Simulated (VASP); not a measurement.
Runs of VASP 6.6.1 on AlN. The structure is that of space group I-4m2 (No. 119), or close to it. The cells are those of the table. 

| level | cell | k mesh | smearing | grid for exact exchange (PRECFOCK) | share of exact exchange | screening parameter | gap on the mesh (eV) | pressure (GPa) |
| --- | --- | --- | --- | --- | --- | --- | --- | --- |
| r2SCAN | a = 3.085, b = 3.085, c = 3.183 Å, angles 59.0, 59.0, 62.1°, 2 atoms | 10 × 10 × 10 | gaussian 0.01 eV | - | - | - | 3.59 | -5.6 |
| r2SCAN | a = 3.087, b = 3.087, c = 3.152 Å, angles 59.3, 59.3, 61.4°, 2 atoms | 10 × 10 × 10 | gaussian 0.01 eV | - | - | - | 3.70 | -4.1 |
| HSE06 | a = 3.083, b = 3.083, c = 3.213 Å, angles 58.6, 58.6, 62.8°, 2 atoms | 8 × 8 × 8 | gaussian 0.01 eV | Normal | 0.25 | 0.2079 1/Å | 4.11 | -7.5 |
| PBE | a = 3.085, b = 3.085, c = 3.183 Å, angles 59.0, 59.0, 62.1°, 2 atoms | 10 × 10 × 10 | fermi-dirac 0.02 eV | - | - | - | 2.99 | (b) |
| PBE | a = 3.083, b = 3.083, c = 3.213 Å, angles 58.6, 58.6, 62.8°, 2 atoms | 10 × 10 × 10 | fermi-dirac 0.02 eV | - | - | - | 2.91 | -2.4 |
| PBE | a = 3.087, b = 3.087, c = 3.152 Å, angles 59.3, 59.3, 61.4°, 2 atoms | 10 × 10 × 10 | fermi-dirac 0.02 eV | - | - | - | 3.09 | (a) |

Alike in all rows: task single point; potentials or basis VASP PAW PBE potentials, release 64 (Al, N); no spin polarisation; cutoff (eV) 520.

Task: Estimate the missing entries.

Result: (a) 0.7; (b) -0.9.

Caveats: the cell stands under tension (at least some runs); the PAW data sets were made with another functional, which shifts forces and pressure a little (at least some runs).

A k mesh can miss the band edges.
